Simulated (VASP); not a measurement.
Input of a VASP 6.6.1 run:

INCAR

```
SYSTEM = MoS2
PREC = Accurate
ENCUT = 520
EDIFF = 1E-6
ISMEAR = -1
SIGMA = 0.05
LREAL = .False.
LASPH = .True.
NELM = 100
ALGO = Normal
ISIF = 2
LWAVE = .False.
LCHARG = .False.
GGA = PS
NBANDS = 35
```

KPOINTS

```
Automatic mesh
0
Gamma
  10 10 3
  0 0 0
```

Contents of POSCAR:

```
MoS2
1.0
    3.1414226532      0.0000000000      0.0000000000
   -1.5707113266      2.7205518217      0.0000000000
    0.0000000000      0.0000000000     12.5771356258
Mo S
2 4
Direct
    0.6666666667      0.3333333333      0.7500000000
    0.3333333333      0.6666666667      0.2500000000
    0.6666666667      0.3333333333      0.3739576789
    0.3333333333      0.6666666667      0.8739576789
    0.6666666667      0.3333333333      0.1260423211
    0.3333333333      0.6666666667      0.6260423211
```

Potentials or basis: VASP PAW PBE potentials, release 64 (Mo_sv, S).

The run is started by

```console
$ cat potpaw_PBE.64/Mo_sv/POTCAR potpaw_PBE.64/S/POTCAR > POTCAR
$ mpirun -np 1 vasp_std > vasp.out
```

What does it give for the band gap on the k mesh?

1.04 eV, indirect (least direct gap 1.97 eV).

What does it give for the pressure?

0.0 GPa.

Caveat: the PAW data sets were made with another functional, which shifts forces and pressure a little; this functional lacks dispersion, which binds the layers, so the pressure and a relaxed spacing across them are unreliable.

**What was measured.**

From “Multiwavelength excitation Raman Scattering Analysis of bulk and 2 dimensional MoS2: Vibrational properties of atomically thin MoS2 layers”, 2015, arxiv:1506.03228, for a bulk crystal of MoS2 at 300 K: band gap 1.3 eV (indirect).

A measured gap of MoS2 is 1.3 eV (indirect; 300 K; “Multiwavelength excitation Raman Scattering Analysis of bulk and 2 dimensional MoS2: Vibrational properties of atomically thin MoS2 layers”, 2015, arxiv:1506.03228); the calculated 1.04 eV misses it by -0.26 eV. Spin-orbit coupling on Mo is left out. The value is that of PBEsol on a finite k mesh, which can miss the band edges, without temperature or zero-point motion. Semilocal functionals fall short of measured gaps as a rule.
